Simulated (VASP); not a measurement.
Wanted: the native input for a VASP 6.6.1 run.

```
Task                   : single point
Functional             : PBE
Potentials or basis    : VASP PAW PBE potentials, release 64 (Mg, Cd, Se)
Cutoff                 : 520 eV
k mesh                 : 6 × 6 × 2
Occupations            : gaussian, width 0.1 eV
Spin                   : no spin polarisation
Dipole correction      : no
Further INCAR settings : ALGO = Normal; EDIFF = 1e-07; NBANDS = 31
```

The structure of MgCd2Se3 lies in POSCAR:

```
MgCd2Se3
1.0
    4.0130707699      0.0000000000      0.0000000000
   -2.0065353849      3.4754212339      0.0000000000
    0.0000000000      0.0000000000      9.8114888886
Mg Cd Se
1 2 3
Direct
    0.0000000000      0.0000000000      0.0000000000
    0.3333333333      0.6666666667      0.6707627570
    0.6666666667      0.3333333333      0.3292372430
    0.3333333333      0.6666666667      0.1579005020
    0.6666666667      0.3333333333      0.8420994980
    0.0000000000      0.0000000000      0.5000000000
```

The cell was built from a structure type or drawn by symmetry, and may not be a known phase.

One way to write it, as run:

INCAR

```
SYSTEM = MgCd2Se3
PREC = Accurate
ENCUT = 520
EDIFF = 1E-7
ISMEAR = 0
SIGMA = 0.1
LREAL = .FALSE.
LASPH = .TRUE.
NELM = 60
ALGO = Normal
ISIF = 2
LWAVE = .FALSE.
LCHARG = .FALSE.
GGA = PE
NBANDS = 31
```

KPOINTS

```
Automatic mesh
0
G
  6 6 2
  0 0 0
```

Potentials or basis: VASP PAW PBE potentials, release 64 (Mg, Cd, Se).

Launch:

```sh
$ cat potpaw_PBE.64/Mg/POTCAR potpaw_PBE.64/Cd/POTCAR potpaw_PBE.64/Se/POTCAR > POTCAR
$ mpirun -np 1 vasp_std > vasp.out
```

It gave:

The pressure is 0.0 GPa, the largest force is 0.062 eV/Å and the band gap on the k mesh is 0.17 eV (least direct gap 0.74 eV).

Wall time 2.4 min on 1 thread of Intel Xeon 8259CL (shared host), peak memory 0.28 GiB.
